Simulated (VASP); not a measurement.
## LiF: single point with PBE

The system is LiF.

```
CELL_PARAMETERS angstrom
0.00000 2.01400 2.01400
2.01400 0.00000 2.01400
2.01400 2.01400 0.00000
ATOMIC_POSITIONS crystal
Li 0.00000 0.00000 0.00000
F 0.45345 0.45345 0.54655
```

This cell differs from its parent crystal: all F atoms moved +0.188 Å, as atom 2 towards its neighbour atom 1 (Li) at 2.014 Å.

* Program: VASP 6.6.1
* Task: single point
* Functional: PBE
* Potentials or basis: VASP PAW PBE potentials, release 64 (Li_sv, F)
* Cutoff: 520 eV
* k mesh: 10 × 10 × 10
* Occupations: gaussian, width 0.05 eV
* Spin: no spin polarisation

```yaml
Largest_force: 0.429 eV/Å
Band_gap_on_the_k_mesh: 9.04 eV, direct
```

Forces on the atoms (eV/Å):
```
Li   0.000  0.000 -0.429
F    0.000  0.000  0.429
```

Levels at points of the mesh, in eV from the valence-band top:
| k point | band 3 | band 4 | band 5 | band 6 | band 7 | band 8 |
| --- | --- | --- | --- | --- | --- | --- |
| (0.00, 0.00, 0.00) | -0.06 | 0.00 | 0.00 | 9.04 | 22.97 | 22.97 |
| (0.50, 0.00, 0.00) | -2.53 | -0.29 | -0.24 | 10.84 | 16.51 | 18.94 |
| (0.50, 0.50, 0.00) | -2.97 | -1.01 | -1.01 | 14.53 | 16.48 | 17.82 |
| (0.00, 0.50, 0.50) | -3.01 | -1.02 | -0.99 | 14.81 | 16.16 | 16.80 |

It took 8.7 s on 1 thread of Intel(R) Xeon(R) 6975P-C (Granite Rapids) (shared host), peak memory 0.14 GiB.

Caveat: the cell differs from its parent crystal (all F atoms moved +0.188 Å, as atom 2 towards its neighbour atom 1 (Li) at 2.014 Å). A k mesh can miss the band edges.
